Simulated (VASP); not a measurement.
Here is a VASP 6.6.1 calculation.

The input INCAR:

```
SYSTEM = ZnSe
PREC = Accurate
ENCUT = 520
EDIFF = 1E-6
ISMEAR = 0
SIGMA = 0.1
LREAL = .False.
LASPH = .True.
NELM = 60
ALGO = Normal
ISIF = 2
LWAVE = .False.
LCHARG = .False.
GGA = PE
NBANDS = 16
```

File KPOINTS:

```
regular mesh
0
Gamma
  14 14 12
  0 0 0
```

POSCAR

```
ZnSe
1.0
    5.4955036775      0.0000000000      0.0000000000
    0.0000000000      5.4955036775      0.0000000000
    0.0000000000      0.0000000000      4.4071697224
Zn Se
1 1
Direct
    0.5000000000      0.5000000000      0.5000000000
    0.5000000000      0.5000000000      0.0000000000
```

Potentials or basis: VASP PAW PBE potentials, release 64 (Zn, Se).

Command:

```console
$ cat potpaw_PBE.64/Zn/POTCAR potpaw_PBE.64/Se/POTCAR > POTCAR
$ mpirun -np 1 vasp_std > vasp.out
```

(1) Estimate the pressure.

(2) What does it give for the band gap on the k mesh?

Answers

(1) 0.1 GPa.

(2) 0.50 eV (least direct gap 1.44 eV).
